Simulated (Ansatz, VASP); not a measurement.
# Two plane-wave programs on TePb

Contents of POSCAR:

```
TePb
1.0
    0.0000000000      3.6414940527      3.6414940527
    3.6414940527      0.0000000000      3.6414940527
    3.6414940527      3.6414940527      0.0000000000
Pb Te
1 1
Direct
    0.0000000000      0.0000000000      0.0000000000
    0.2500000000      0.2500000000      0.2500000000
```

Contents of INCAR.step1:

```
PREC = Accurate ; ENCUT = 520
ISMEAR = 0 ; SIGMA = 0.01
LREAL = False ; LASPH = True
NELM = 60 ; NBANDS = 17
GGA = PE ; ALGO = Normal
EDIFF = 1E-4 ; LWAVE = True
LCHARG = False
```

File INCAR.step2:

```
PREC = Accurate ; ENCUT = 520
EDIFF = 1E-6 ; ISMEAR = 0
SIGMA = 0.01 ; LREAL = False
LASPH = True ; NELM = 60
ALGO = Normal ; ISIF = 2
LWAVE = False ; LCHARG = False
METAGGA = R2SCAN ; LMIXTAU = True
NBANDS = 17 ; ISTART = 1
```

Contents of KPOINTS:

```
regular mesh
0
Gamma
  6 6 6
```

Input for Ansatz:

```yaml
crystal:
  lattice:
    - [0.0, 3.6414940527, 3.6414940527]
    - [3.6414940527, 0.0, 3.6414940527]
    - [3.6414940527, 3.6414940527, 0.0]
  atoms:
    - { symbol: Pb, position: [0.0, 0.0, 0.0] }
    - { symbol: Te, position: [0.25, 0.25, 0.25] }
kpoints:
  mp_grid: { grid: [6, 6, 6] }
hamiltonian:
  xc: r2scan
scf:
  occupations: { method: fixed }
  n_extra_bands: 4
output:
  forces: true
  stress: true
  eigenvalues: true
```

Alike in both runs: task single point; functional r2SCAN; k mesh 6 × 6 × 6; no spin polarisation.

```csv
,VASP,Ansatz
version,VASP 6.6.1,Ansatz 0.2.0
potentials or method,"VASP PAW PBE potentials, release 64 (Pb_d, Te)","plane waves, PAW"
plane-wave cutoff (eV),520,500
occupations,"gaussian, width 0.01 eV",fixed
valence electrons in the cell,20,30
```

|  | VASP | Ansatz | Ansatz less VASP |
| --- | --- | --- | --- |
| gap on the k mesh at the Fermi level (eV) | 0.91 | 0.91 | +0.002 |
| pressure (GPa) | 0.0 | 0.0 | +0.01 |

VASP's potentials were made for PBE, not for r2SCAN. VASP's potentials hold 20 valence electrons a cell and Ansatz's 30, so a difference there can come from the potentials and not from the codes.

Neither program's run includes spin-orbit coupling.
